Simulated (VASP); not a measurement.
WC:

```
W C
1.0
     2.90650    0.00000    0.00000
    -1.45325    2.51710    0.00000
     0.00000    0.00000    2.83660
W C
1 1
Cartesian
  0.0000 0.0000 0.0000
  1.4533 0.8390 1.4183
```

Base run:

| Item | Value |
| --- | --- |
| Program | VASP 6.6.1 |
| Functional | PBEsol |
| Potentials or basis | VASP PAW PBE potentials, release 64 (W_sv, C) |
| Cutoff | 520 eV |
| k mesh | 8 × 8 × 7 |
| Occupations | fermi-dirac, width 0.05 eV |
| Spin | no spin polarisation |

Its results: band gap on the k mesh zero (bands 9 and 10 overlap by 0.97 eV); pressure -2.3 GPa.

Q: The run is repeated on the same cell with these changes: functional from PBEsol to B3LYP; k mesh from 8 × 8 × 7 to 5 × 5 × 5. What comes out?

A: Band gap on the k mesh zero (bands 9 and 10 overlap by 1.46 eV); pressure 10.3 GPa.

Several settings changed at once.

Caveats: some runs use coarse meshes; the PAW data sets were made with another functional, which shifts forces and pressure a little; spin-orbit coupling is left out, which moves the levels of the heavy elements.
